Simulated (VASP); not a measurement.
Set up this calculation in VASP 6.6.1, as the native input.

```
Task                   : single point
Functional             : PBE
Potentials or basis    : VASP PAW PBE potentials, release 64 (Fe, Pt)
Cutoff                 : 600 eV
k mesh                 : 6 × 6 × 4
Occupations            : gaussian, width 0.1 eV
Spin                   : collinear spin, ferromagnetic start
Starting moments       : [4.0, 0.0] μB
Dipole correction      : no
Further INCAR settings : ALGO = Normal; EDIFF = 1e-06; NBANDS = 20
```

The structure of FePt lies in POSCAR:

```
FePt
1.0
    2.7015740300      0.0000000000      0.0000000000
   -1.3507870200      2.3396317400      0.0000000000
    0.0000000000      0.0000000000      4.3399491500
Fe Pt
1 1
Direct
    0.6666666700      0.3333333300      0.5000000000
    0.3333333300      0.6666666700      0.0000000000
```

These files were run (other wordings do the same):

INCAR

```
SYSTEM = FePt
PREC     = Accurate       ! precision mode
ENCUT    = 600            ! plane-wave cutoff, eV
EDIFF    = 1E-6           ! SCF threshold, eV
ISMEAR   = 0              ! smearing method
SIGMA    = 0.1            ! smearing width, eV
LREAL    = .FALSE.        ! projectors in reciprocal space
LASPH    = .TRUE.         ! aspherical terms in the spheres
NELM     = 200            ! most SCF steps
ALGO     = Normal         ! electronic algorithm
ISIF     = 2              ! what is computed and relaxed
LWAVE    = .FALSE.        ! write WAVECAR
LCHARG   = .FALSE.        ! write CHGCAR
ISPIN    = 2              ! spin polarisation
MAGMOM   = 4 0            ! initial moments
LORBIT   = 11             ! projections on sites
LMAXMIX  = 4              ! l up to which the mixer works
GGA      = PE             ! functional
NBANDS   = 20             ! bands
GGA_COMPAT= .FALSE.
```

KPOINTS

```
Automatic mesh
0
G
  6 6 4
  0 0 0
```

Potentials or basis: VASP PAW PBE potentials, release 64 (Fe, Pt).

Run with:

```bash
$ cat potpaw_PBE.64/Fe/POTCAR potpaw_PBE.64/Pt/POTCAR > POTCAR
$ mpirun -np 1 vasp_std > vasp.out
```

Results of the run:

The pressure is 4.8 GPa, the net moment is 3.09 μB per cell and the site moments are Fe +2.83; Pt +0.25 μB. The valence electrons inside the program's atomic spheres are Fe 7.01; Pt 9.46.

Caveat: the k points lie up to 0.45 Å⁻¹ apart.

It took 13 s on 1 thread of Intel(R) Xeon(R) 6975P-C (Granite Rapids) (shared host), peak memory 0.18 GiB.
